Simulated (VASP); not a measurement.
Set up this calculation in VASP 6.6.1, as the native input.

| Item | Value |
| --- | --- |
| Task | single point |
| Functional | r2SCAN |
| Potentials or basis | VASP PAW PBE potentials, release 64 (Ti_sv, O) |
| Cutoff | 520 eV |
| k mesh | 8 × 8 × 8 |
| Occupations | gaussian, width 0.05 eV |
| Spin | no spin polarisation |
| Hubbard terms | Ti d U = 4.0 eV |
| Dipole correction | no |
| Further INCAR settings | ALGO = Normal; EDIFF = 1e-06; NBANDS = 33 |

Crystal: TiO2.

```
CELL_PARAMETERS angstrom
-1.89832 1.89832 4.83070
1.89832 -1.89832 4.83070
1.89832 1.89832 -4.83070
ATOMIC_POSITIONS crystal
Ti 0.00000 0.00000 0.00000
Ti 0.75000 0.25000 0.50000
O 0.27525 0.20611 0.06914
O 0.02525 0.45611 0.56914
O 0.61303 0.04389 0.56914
O 0.86303 0.79389 0.06914
```

This cell differs from its parent crystal: all O atoms moved +0.263 Å, as atom 3 along Cartesian [0 1 0].

These files were run (other wordings do the same):

POSCAR

```
TiO2
1.0
   -1.8983179345      1.8983179345      4.8307008956
    1.8983179345     -1.8983179345      4.8307008956
    1.8983179345      1.8983179345     -4.8307008956
Ti O
2 4
Direct
    0.0000000000      0.0000000000      0.0000000000
    0.7500000000      0.2500000000      0.5000000000
    0.2752538026      0.2061136456      0.0691401570
    1.0252538026      0.4561136456      0.5691401570
    0.6130265114      0.0438863544      0.5691401570
    0.8630265114      0.7938863544      0.0691401570
```

INCAR.step1

```
SYSTEM = TiO2
PREC = Accurate ; ENCUT = 520
ISMEAR = 0 ; SIGMA = 0.05
LREAL = .False. ; LASPH = .True.
NELM = 150 ; LMAXMIX = 4
LDAU = .True. ; LDAUTYPE = 2
LDAUL = 2 -1 ; LDAUU = 4 0
LDAUJ = 0 0 ; NBANDS = 33
GGA = PE ; ALGO = Normal
EDIFF = 1E-4 ; LWAVE = .True.
LCHARG = .False.
```

INCAR.step2

```
SYSTEM = TiO2
PREC = Accurate ; ENCUT = 520
EDIFF = 1E-6 ; ISMEAR = 0
SIGMA = 0.05 ; LREAL = .False.
LASPH = .True. ; NELM = 150
ALGO = Normal ; ISIF = 2
LWAVE = .False. ; LCHARG = .False.
LMAXMIX = 4 ; LDAU = .True.
LDAUTYPE = 2 ; LDAUL = 2 -1
LDAUU = 4 0 ; LDAUJ = 0 0
LDAUPRINT = 1 ; METAGGA = R2SCAN
LMIXTAU = .True. ; NBANDS = 33
ISTART = 1
```

KPOINTS

```
regular mesh
0
Gamma
  8 8 8
  0 0 0
```

Potentials or basis: VASP PAW PBE potentials, release 64 (Ti_sv, O).

Run with:

```console
$ cat potpaw_PBE.64/Ti_sv/POTCAR potpaw_PBE.64/O/POTCAR > POTCAR
$ cp INCAR.step1 INCAR
$ mpirun -np 1 vasp_std > vasp.out
$ cp INCAR.step2 INCAR
$ mpirun -np 1 vasp_std > vasp.out
```

Results of the run:

The pressure is 14.3 GPa and the largest force is 5.136 eV/Å. The band gap on the k mesh is 3.56 eV (least direct gap 3.71 eV).

Caveat: the cell differs from its parent crystal (all O atoms moved +0.263 Å, as atom 3 along Cartesian [0 1 0]); the stress differs along the axes, from 3 to 33 GPa; the PAW data sets were made with another functional, which shifts forces and pressure a little.

It took 56 min on 1 thread of Intel Xeon 8259CL, on a shared host, peak memory 0.39 GiB.
